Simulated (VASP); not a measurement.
# Ru (P6_3/mmc) in VASP: further runs

Runs on Ru. Level: HSE06. Tasks: single point.

Everything below comes from runs of VASP 6.6.1. Logs are shortened: lines on timing, memory, paths and dates and some standing lists are left out, and cuts for length are marked.

### Step 1. The cell of the first run

Symmetry: P6_3/mmc, No. 194, hexagonal system. The conventional cell has a = 2.651 Å, b = 2.651 Å, c = 4.194 Å, α = 90.00°, β = 90.00°, γ = 120.00°. Ru (site symmetry -6m2) has 12 Ru at 2.60 to 2.65 Å within 3.4 Å.

### Step 2. Single point, HSE06

POSCAR reads:

```
Ru
1.0
    2.6505640930      0.0000000000      0.0000000000
   -1.3252820465      2.2954558389      0.0000000000
    0.0000000000      0.0000000000      4.1944897589
Ru
2
Direct
    0.6666666667      0.3333333333      0.7500000000
    0.3333333333      0.6666666667      0.2500000000
```

INCAR.step1 reads:

```
  PREC = Accurate
  ENCUT = 520
  EDIFF = 1E-5
  ISMEAR = -1
  SIGMA = 0.05
  LREAL = False
  LASPH = True
  NELM = 100
  ALGO = Normal
  ISIF = 2
  LWAVE = True
  NBANDS = 21
  GGA = PE
```

INCAR.step2 reads:

```
  PREC = Accurate
  ENCUT = 520
  EDIFF = 1E-6
  ISMEAR = -1
  SIGMA = 0.05
  LREAL = False
  LASPH = True
  NELM = 100
  ALGO = Normal
  ISIF = 2
  LWAVE = False
  LCHARG = True
  GGA = PE
  LHFCALC = True
  HFSCREEN = 0.2079
  PRECFOCK = Normal
  LELF = True
  LVHAR = True
  NBANDS = 21
  ISTART = 1
```

KPOINTS reads:

```
Automatic mesh
0
Gamma
  6 6 3
```

Potentials or basis: VASP PAW PBE potentials, release 64 (Ru_pv).

Launch:

```console
cat potpaw_PBE.64/Ru_pv/POTCAR > POTCAR
cp INCAR.step1 INCAR
mpirun -np 1 vasp_std > vasp.out
cp INCAR.step2 INCAR
mpirun -np 1 vasp_std > vasp.out
```

OUTCAR:

```text
PREC = Accurate
   ENCUT = 520
   EDIFF = 1E-6
   ISMEAR = -1
   LREAL = False
   LASPH = True
   NELM = 100
   ISIF = 2
   GGA = PE
   LHFCALC = True
   HFSCREEN = 0.2079
   PRECFOCK = Normal
   ISTART = 1

 ion  position               nearest neighbor table
   1  0.667  0.333  0.750-   2 2.60   2 2.60   2 2.60   2 2.60   2 2.60   2 2.60
   2  0.333  0.667  0.250-   1 2.60   1 2.60   1 2.60   1 2.60   1 2.60   1 2.60

  LATTYP: Found a hexagonal cell.
 ALAT       =     2.6505640930
 C/A-ratio  =     1.5824894670

  Lattice vectors:

 A1 = (   2.6505640930,   0.0000000000,   0.0000000000)
 A2 = (  -1.3252820465,   2.2954558389,   0.0000000000)
 A3 = (   0.0000000000,   0.0000000000,   4.1944897589)

Analysis of symmetry for initial positions (statically):
=====================================================================
 Subroutine PRICEL returns:
 Original cell was already a primitive cell.

 Routine SETGRP: Setting up the symmetry group for a
 hexagonal supercell.

 Subroutine GETGRP returns: Found 24 space group operations
 (whereof 12 operations were pure point group operations)
 out of a pool of 24 trial point group operations.

The static configuration has the point symmetry D_3d.
 The point group associated with its full space group is D_6h.

Analysis of symmetry for dynamics (positions and initial velocities):
=====================================================================
 Subroutine PRICEL returns:
 Original cell was already a primitive cell.

 Routine SETGRP: Setting up the symmetry group for a
 hexagonal supercell.

 Subroutine GETGRP returns: Found 24 space group operations
 (whereof 12 operations were pure point group operations)
 out of a pool of 24 trial point group operations.

The dynamic configuration has the point symmetry D_3d.
 The point group associated with its full space group is D_6h.

 Subroutine INISYM returns: Found 24 space group operations
 (whereof 12 operations are pure point group operations),
 and found     1 'primitive' translations

----------------------------------------------------------------------------------------

                                     Primitive cell

  volume of cell :      25.5203

  direct lattice vectors                    reciprocal lattice vectors
     2.650564093  0.000000000  0.000000000     0.377278181  0.217821659  0.000000000
    -1.325282046  2.295455839  0.000000000     0.000000000  0.435643319  0.000000000
     0.000000000  0.000000000  4.194489759     0.000000000  0.000000000  0.238408020

  length of vectors
     2.650564093  2.650564093  4.194489759     0.435643319  0.435643319  0.238408020

  position of ions in fractional coordinates (direct lattice)
     0.666666667  0.333333333  0.750000000
     0.333333333  0.666666667  0.250000000

  ion indices of the primitive-cell ions
   primitive index   ion index
                 1           1
                 2           2

----------------------------------------------------------------------------------------

 KPOINTS: Automatic mesh

Automatic generation of k-mesh.
 Grid dimensions read from file:
 generate k-points for:    6    6    3

 Generating k-lattice:

  Cartesian coordinates                     Fractional coordinates (reciprocal lattice)
     0.062879697  0.036303610  0.000000000     0.166666667  0.000000000  0.000000000
     0.000000000  0.072607220  0.000000000     0.000000000  0.166666667  0.000000000
     0.000000000  0.000000000  0.079469340     0.000000000  0.000000000  0.333333333

  Length of vectors
     0.072607220  0.072607220  0.079469340

  Shift w.r.t. Gamma in fractional coordinates (k-lattice)
     0.000000000  0.000000000  0.000000000

 Subroutine IBZKPT returns following result:
 ===========================================

 Found     14 irreducible k-points:

 Following reciprocal coordinates:
            Coordinates               Weight
  0.000000  0.000000  0.000000      1.000000
  0.166667  0.000000  0.000000      6.000000
  0.333333 -0.000000  0.000000      6.000000
  0.500000  0.000000  0.000000      3.000000
  0.166667  0.166667  0.000000      6.000000
  0.333333  0.166667  0.000000     12.000000
  0.333333  0.333333  0.000000      2.000000
  0.000000  0.000000  0.333333      2.000000
  0.166667  0.000000  0.333333     12.000000
  0.333333 -0.000000  0.333333     12.000000
  0.500000  0.000000  0.333333      6.000000
  0.166667  0.166667  0.333333     12.000000
  0.333333  0.166667  0.333333     24.000000
  0.333333  0.333333  0.333333      4.000000
   k-points           NKPTS =     14   k-points in BZ     NKDIM =    108   number of bands    NBANDS=     21
   number of dos      NEDOS =    301   number of ions     NIONS =      2
   total plane-waves  NPLWV =  12800
   dimension x,y,z NGX =    20 NGY =   20 NGZ =   32
   dimension x,y,z NGXF=    40 NGYF=   40 NGZF=   64
   ions per type =               2
   NGX,Y,Z   is equivalent  to a cutoff of  12.54, 12.54, 12.68 a.u.
   NGXF,Y,Z  is equivalent  to a cutoff of  25.09, 25.09, 25.37 a.u.
 SYSTEM =  unknown system
   PREC   = accura    normal or accurate (medium, high low for compatibility)
   ISTART =      1    job   : 0-new  1-cont  2-samecut
   ICHARG =      0    charge: 1-file 2-atom 10-const
   ISPIN  =      1    spin polarized calculation?
   LNONCOLLINEAR =      F non collinear calculations
   LSORBIT =      F    spin-orbit coupling
   LASPH  =      T    aspherical Exc in radial PAW
   ENCUT  =  520.0 eV  38.22 Ry    6.18 a.u.   4.93  4.93  7.80*2*pi/ulx,y,z
   NELM   =    100;   NELMIN=  2; NELMDL=  0     # of ELM steps
   EDIFF  = 0.1E-05   stopping-criterion for ELM
   LREAL  =      F    real-space projection
   EDIFFG = 0.1E-04   stopping-criterion for IOM
   NSW    =      0    number of steps for IOM
   IBRION =     -1    ionic relax: 0-MD 1-quasi-New 2-CG
   NFREE  =      0    steps in history (QN), initial steepest desc. (CG)
   ISIF   =      2    stress and relaxation
   ISYM   =      3    0-nonsym 1-usesym 2-fastsym
   POTIM  = 0.5000    time-step for ionic-motion
   TEBEG  =    0.0;   TEEND  =   0.0 temperature during run
   PSTRESS=    0.0 pullay stress
   NELECT =      28.0000    total number of electrons
   NUPDOWN=      -1.0000    fix difference up-down
   EMIN   =  10.00;   EMAX   =-10.00  energy-range for DOS
   EFERMI =   0.00;   METHOD = LEGACY
   ISMEAR =    -1;   SIGMA  =   0.05  broadening in eV -4-tet -1-fermi 0-gaus
   EFERMI_NEDOS =   21; number of points for ismear=-14 and -15
   IALGO  =     38    algorithm
   IMIX   =      1    mixing-type and parameters
     AMIX     =   0.40;   BMIX     =  1.00
     AMIX_MAG =   1.60;   BMIX_MAG =  1.00
  volume/ion in A,a.u.               =      12.76        86.11
  Fermi-wavevector in a.u.,A,eV,Ry     =   1.688491  3.190785 38.790228  2.851001
  Thomas-Fermi vector in A             =   2.770788
   LORBIT       =      0    0 simple, 1 ext, 2 COOP (PROOUT), +10 PAW based schemes
   GGA     = PE    functional components
   LHFCALC =     T    Hartree Fock is set to
   PRECFOCK=normal    Normal, Fast or Accurate (Low or Medium for compatibility)
   ENCUT4O =  -1.0   cutoff for four orbital integrals eV
   NKREDX  =     1    reduce k-point grid by
   NKREDY  =     1    reduce k-point grid by
   NKREDZ  =     1    reduce k-point grid by
   AEXX    =    0.2500 exact exchange contribution
   HFSCREEN=    0.2079 screening length (either q_TF or 0.3 A-1)
   HFSCREENC=   0.2079 screening length for correlation (either q_TF or 0.3 A-1)
   ENCUTFOCK=  -1.0 apply spherical cutoff to Coloumb kernel
   IVDW    =     0    specifies the selected vdW correction
   LEPSILON=     F    determine dielectric tensor
   LRPA    =     F    only Hartree local field effects (RPA)
 non-spin polarized calculation
  energy-cutoff  :      520.00
  volume of cell :       25.52
 maximum number of plane-waves:       699
 NGX is ok and might be reduce to    20
  NGX = 16; NGY = 16; NGZ = 24

 number of electron      27.9999993 magnetization

 Free energy of the ion-electron system (eV)
  ---------------------------------------------------
  ext. energy  EPLUGINS =         0.00000000
  ---------------------------------------------------
  free energy    TOTEN  =       -21.57540668 eV

  energy without entropy =      -21.56726910  energy(sigma->0) =      -21.57133789

 E-fermi :  13.6711     XC(G=0): -11.7737

 val. band max:       13.6182288346   @ k =   0.1667   0.1667   0.0000
 cond. band min:      13.7828065615   @ k =   0.1667   0.0000   0.3333
 fundamental gap:      0.1645777269
 Fermi energy:        13.6710518448

 k-point     1 :       0.0000    0.0000    0.0000
  band No.  band energies     occupation
      1     -33.4024      2.00000
      2     -32.0999      2.00000
      3     -32.0999      2.00000
      4     -31.8636      2.00000
      5     -31.8636      2.00000
      6     -31.7925      2.00000
[... 13 lines left out ...]
     20      27.8747      0.00000
     21      27.8792      0.00000

 k-point     2 :       0.1667    0.0000    0.0000
  band No.  band energies     occupation
      1     -33.2726      2.00000
      2     -32.3671      2.00000
      3     -32.1880      2.00000
      4     -32.1392      2.00000
      5     -31.9021      2.00000
      6     -31.8579      2.00000
[... 13 lines left out ...]
     20      27.8748      0.00000
     21      27.8786      0.00000

 k-point     3 :       0.3333   -0.0000    0.0000
  band No.  band energies     occupation
      1     -32.9590      2.00000
      2     -32.8990      2.00000
      3     -32.6515      2.00000
      4     -32.3527      2.00000
      5     -32.0429      2.00000
      6     -31.9866      2.00000
[... 13 lines left out ...]
     20      27.6950      0.00000
     21      27.8753      0.00000

 k-point     4 :       0.5000    0.0000    0.0000
  band No.  band energies     occupation
      1     -33.1622      2.00000
      2     -32.8905      2.00000
      3     -32.7252      2.00000
      4     -32.4307      2.00000
      5     -32.2121      2.00000
      6     -32.0300      2.00000
[... 13 lines left out ...]
     20      27.8741      0.00000
     21      27.8793      0.00000

 k-point     5 :       0.1667    0.1667    0.0000
  band No.  band energies     occupation
      1     -33.0485      2.00000
      2     -32.6471      2.00000
      3     -32.6207      2.00000
      4     -32.2639      2.00000
      5     -32.0448      2.00000
      6     -31.9851      2.00000
[... 13 lines left out ...]
     20      27.8747      0.00000
     21      27.8769      0.00000

 k-point     6 :       0.3333    0.1667    0.0000
  band No.  band energies     occupation
      1     -33.0257      2.00000
      2     -32.8027      2.00000
      3     -32.7295      2.00000
      4     -32.5153      2.00000
      5     -32.2062      2.00000
      6     -32.1874      2.00000
[... 13 lines left out ...]
     20      27.0626      0.00000
     21      27.8771      0.00000

 k-point     7 :       0.3333    0.3333    0.0000
  band No.  band energies     occupation
      1     -32.9706      2.00000
      2     -32.7176      2.00000
      3     -32.7176      2.00000
      4     -32.4538      2.00000
      5     -32.4508      2.00000
      6     -32.4508      2.00000
[... 13 lines left out ...]
     20      27.8761      0.00000
     21      27.8761      0.00000

 k-point     8 :       0.0000    0.0000    0.3333
  band No.  band energies     occupation
      1     -33.0220      2.00000
      2     -32.2190      2.00000
      3     -32.0418      2.00000
      4     -32.0418      2.00000
      5     -31.9238      2.00000
      6     -31.9238      2.00000
[... 13 lines left out ...]
     20      27.8750      0.00000
     21      28.8561      0.00000

 k-point     9 :       0.1667    0.0000    0.3333
  band No.  band energies     occupation
      1     -32.9949      2.00000
      2     -32.4278      2.00000
      3     -32.2436      2.00000
      4     -32.1177      2.00000
      5     -32.0013      2.00000
      6     -31.9749      2.00000
[... 13 lines left out ...]
     20      27.8751      0.00000
     21      29.6902      0.00000

 k-point    10 :       0.3333   -0.0000    0.3333
  band No.  band energies     occupation
      1     -33.1251      2.00000
      2     -32.9145      2.00000
      3     -32.4289      2.00000
      4     -32.2622      2.00000
      5     -32.0811      2.00000
      6     -32.0794      2.00000
[... 13 lines left out ...]
     20      27.8748      0.00000
     21      28.0645      0.00000

 k-point    11 :       0.5000    0.0000    0.3333
  band No.  band energies     occupation
      1     -33.3051      2.00000
      2     -33.1483      2.00000
      3     -32.3776      2.00000
      4     -32.3317      2.00000
      5     -32.1409      2.00000
      6     -32.1315      2.00000
[... 13 lines left out ...]
     20      27.3885      0.00000
     21      27.8792      0.00000

 k-point    12 :       0.1667    0.1667    0.3333
  band No.  band energies     occupation
      1     -33.0259      2.00000
      2     -32.7693      2.00000
      3     -32.3822      2.00000
      4     -32.3073      2.00000
      5     -32.1185      2.00000
      6     -32.0147      2.00000
[... 13 lines left out ...]
     20      27.8749      0.00000
     21      29.5217      0.00000

 k-point    13 :       0.3333    0.1667    0.3333
  band No.  band energies     occupation
      1     -33.1715      2.00000
      2     -33.0488      2.00000
      3     -32.5562      2.00000
      4     -32.3707      2.00000
      5     -32.2369      2.00000
      6     -32.0659      2.00000
[... 13 lines left out ...]
     20      27.8690      0.00000
     21      27.8795      0.00000

 k-point    14 :       0.3333    0.3333    0.3333
  band No.  band energies     occupation
      1     -33.0128      2.00000
      2     -33.0128      2.00000
      3     -32.8434      2.00000
      4     -32.5855      2.00000
      5     -32.1406      2.00000
      6     -32.1406      2.00000
[... 13 lines left out ...]
     20      27.8555      0.00000
     21      27.8559      0.00000

------------------------ aborting loop because EDIFF is reached ----------------------------------------

  FORCE on cell =-STRESS in cart. coord.  units (eV):
  Direction    XX          YY          ZZ          XY          YZ          ZX
  --------------------------------------------------------------------------------------
  -------------------------------------------------------------------------------------
  Total        2.8189702      2.8189702      1.6035356      0.0000000     -0.0000000      0.0000000
  in kB      176.9761244    176.9761244    100.6706302      0.0000000     -0.0000000      0.0000000
  external PRESSURE =     151.5409596 kB  Pullay stress =       0.0000000 kB

 VOLUME and BASIS-vectors are now :
 -----------------------------------------------------------------------------
  energy-cutoff  :      520.00
  volume of cell :       25.52
      direct lattice vectors                 reciprocal lattice vectors
     2.650564093  0.000000000  0.000000000     0.377278181  0.217821659  0.000000000
    -1.325282046  2.295455839  0.000000000     0.000000000  0.435643319  0.000000000
     0.000000000  0.000000000  4.194489759     0.000000000  0.000000000  0.238408020

 POSITION                                       TOTAL-FORCE (eV/Angst)
 -----------------------------------------------------------------------------------
      1.32528      0.76515      3.14587         0.000000     -0.000000     -0.000000
     -0.00000      1.53030      1.04862        -0.000000      0.000000      0.000000
 -----------------------------------------------------------------------------------
    total drift:                               -0.000000      0.000000     -0.000000

  FREE ENERGIE OF THE ION-ELECTRON SYSTEM (eV)
  ---------------------------------------------------
  free  energy   TOTEN  =       -21.5754066831 eV

  energy  without entropy=      -21.5672691046  energy(sigma->0) =      -21.57133789
```

It took 43 min on 1 thread of AMD EPYC 7R43 (Zen 3), shared host; peak memory 0.21 GiB.

What came out:

| Property | Result |
| --- | --- |
| Free energy | -21.5754 eV |
| Pressure | 15.2 GPa |
| Band gap on the k mesh | zero (band 14 reaches 15.76 eV, above the bottom of band 15 at 11.69 eV) |

Levels at points of the mesh, in eV from the Fermi level:
```
           k point  band 11  band 12  band 13  band 14  band 15  band 16  band 17  band 18
(0.00, 0.00, 0.00)    -3.10    -2.59    -2.59    -1.98    -1.98     1.49     1.56     1.56
(0.50, 0.00, 0.00)    -2.70    -2.12    -1.93     1.95     2.44     2.47     5.10     7.46
```

Caveat: the k points lie up to 0.50 Å⁻¹ apart; the PAW data sets were made with another functional, which shifts forces and pressure a little.

### Step 3. Single point, HSE06

This run uses another cell than the first one, of 13.03 Å³/atom, 1.021 times its volume.

POSCAR reads:

```
Ru
1.0
    2.6692306523      0.0000000000      0.0000000000
   -1.3346153261      2.3116215535      0.0000000000
    0.0000000000      0.0000000000      4.2240293924
Ru
2
Direct
    0.6666666667      0.3333333333      0.7500000000
    0.3333333333      0.6666666667      0.2500000000
```

INCAR.step1 reads:

```
PREC = Accurate
ENCUT = 520
EDIFF = 1E-5
ISMEAR = -1
SIGMA = 0.05
LREAL = F
LASPH = T
NELM = 60
ALGO = Normal
ISIF = 2
LWAVE = T
LCHARG = F
GGA = PE
NBANDS = 21
```

INCAR.step2 reads:

```
PREC = Accurate
ENCUT = 520
EDIFF = 1E-6
ISMEAR = -1
SIGMA = 0.05
LREAL = F
LASPH = T
NELM = 60
ALGO = Normal
ISIF = 2
LWAVE = F
LCHARG = F
GGA = PE
LHFCALC = T
HFSCREEN = 0.2079
PRECFOCK = Normal
ISTART = 1
NBANDS = 21
```

KPOINTS is that of step 2.

Potentials or basis: VASP PAW PBE potentials, release 64 (Ru_pv).

Launch:

```console
cat potpaw_PBE.64/Ru_pv/POTCAR > POTCAR
cp INCAR.step1 INCAR
mpirun -np 1 vasp_std > vasp.out
cp INCAR.step2 INCAR
mpirun -np 1 vasp_std > vasp.out
```

It took 41 min on 1 thread of AMD EPYC 7R43 (Zen 3), shared host; peak memory 0.22 GiB.

Results (log left out):

```
Free energy            : -21.6122 eV
Pressure               : 6.4 GPa
Band gap on the k mesh : zero (band 14 reaches 15.30 eV, above the bottom of band 15 at 11.34 eV)
```

Stress tensor (GPa, compression positive):
```
8.88 0.00 0.00
0.00 8.88 0.00
0.00 0.00 1.33
```

Levels at points of the mesh, in eV from the Fermi level:
```
           k point  band 12  band 13  band 14  band 15  band 16  band 17
(0.00, 0.00, 0.00)    -2.51    -2.51    -1.92    -1.92     1.46     1.51
(0.50, 0.00, 0.00)    -2.08    -1.88     1.89     2.36     2.39     4.97
```

Caveat: the k points lie up to 0.50 Å⁻¹ apart; the PAW data sets were made with another functional, which shifts forces and pressure a little.
